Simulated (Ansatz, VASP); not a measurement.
## One calculation of MgPb2N2, two programs

Contents of INCAR:

```
ALGO = Normal
EDIFF = 1E-7
ENCUT = 520
GGA = PE
ISIF = 2
ISMEAR = 0
IVDW = 12
LASPH = True
LCHARG = False
LREAL = False
LWAVE = False
NBANDS = 28
NELM = 100
PREC = Accurate
SIGMA = 0.01
```

KPOINTS

```
k-points
0
Gamma
  6 6 2
```

Contents of POSCAR:

```
MgPb2N2
1.0
    3.4363732763      0.0000000000      0.0000000000
   -1.7181866382      2.9759936432      0.0000000000
    0.0000000000      0.0000000000      9.3564865679
Mg Pb N
1 2 2
Direct
    0.0000000000      0.0000000000      0.0000000000
    0.6666666667      0.3333333333      0.2865500000
    0.3333333333      0.6666666667      0.7134500000
    0.6666666667      0.3333333333      0.8618200000
    0.3333333333      0.6666666667      0.1381800000
```

Input for Ansatz:

```yaml
crystal:
  lattice:
    - [3.4363732763130477, 0.0, 0.0]
    - [-1.7181866381565238, 2.975993643217159, 0.0]
    - [0.0, 0.0, 9.356486567903183]
  atoms:
    - { symbol: Mg, position: [0.0, 0.0, 0.0] }
    - { symbol: Pb, position: [0.6666666666666666, 0.3333333333333333, 0.28655] }
    - { symbol: Pb, position: [0.3333333333333333, 0.6666666666666666, 0.71345] }
    - { symbol: "N", position: [0.6666666666666666, 0.3333333333333333, 0.86182] }
    - { symbol: "N", position: [0.3333333333333333, 0.6666666666666666, 0.13818] }
basis:
  ecutwfc: 489.804952427784
  ecutrho_ratio: 6
kpoints:
  mp_grid:
    grid: [6, 6, 2]
hamiltonian:
  xc: pbe
  dispersion: d3bj
scf:
  convergence:
    dr2_threshold: 1.0e-05
  lower_state_search: light
  occupations:
    method: fixed
output:
  stress: true
```

Alike in both runs: task single point; functional PBE; dispersion D3(BJ); k mesh 6 × 6 × 2; no spin polarisation.

|  | VASP | Ansatz |
| --- | --- | --- |
| version | VASP 6.6.1 | Ansatz 0.2.0 |
| potentials or method | VASP PAW PBE potentials, release 64 (Mg, Pb_d, N), cutoff 520 eV | plane waves, PAW |
| occupations | gaussian, width 0.01 eV | fixed |
| valence electrons in the cell | 40 | 48 |

|  | VASP | Ansatz | Ansatz less VASP |
| --- | --- | --- | --- |
| pressure (GPa) | -5.6 | -5.5 | +0.13 |
| traceless stress, the component that is largest in VASP (GPa) | 0.25 | 0.23 | -0.016 |

VASP's potentials hold 40 valence electrons a cell and Ansatz's 48, so a difference there can come from the potentials and not from the codes. Ansatz's warnings: stress scf threshold loose, structure snapped to symmetry.

Spin-orbit coupling is off throughout.
